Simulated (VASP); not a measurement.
## LiH: single point with r2SCAN

Crystal: LiH.

```xyz
2
Lattice="0.0000 2.0034 2.0034 2.0034 0.0000 2.0034 2.0034 2.0034 0.0000" Properties=species:S:1:pos:R:3 pbc="T T T"
Li    0.0000    0.0000    0.0000
H     2.0034    2.0034    2.0034
```

```json
{
 "Program": "VASP 6.6.1",
 "Task": "single point",
 "Functional": "r2SCAN",
 "Potentials or basis": "VASP PAW PBE potentials, release 64 (Li_sv, H)",
 "Cutoff": "520 eV",
 "k mesh": "10 × 10 × 10",
 "Occupations": "fermi-dirac, width 0.02 eV",
 "Spin": "no spin polarisation"
}
```

```yaml
Band_gap_on_the_k_mesh: 3.58 eV
```

Levels at points of the mesh, in eV from the valence-band top:
| k point | band 1 | band 2 | band 3 | band 4 | band 5 | band 6 | band 7 |
| --- | --- | --- | --- | --- | --- | --- | --- |
| (0.00, 0.00, 0.00) | -45.73 | -5.45 | 17.66 | 19.41 | 19.41 | 19.41 | 23.84 |
| (0.50, 0.00, 0.00) | -45.69 | -2.64 | 5.68 | 14.95 | 18.17 | 18.17 | 19.82 |
| (0.50, 0.50, 0.00) | -45.67 | 0.00 | 3.58 | 11.75 | 11.75 | 15.05 | 19.20 |

Run time: 28 s on 1 thread of Intel Xeon 8259CL, with other jobs on the host, peak memory 0.13 GiB.

 A k mesh can miss the band edges.
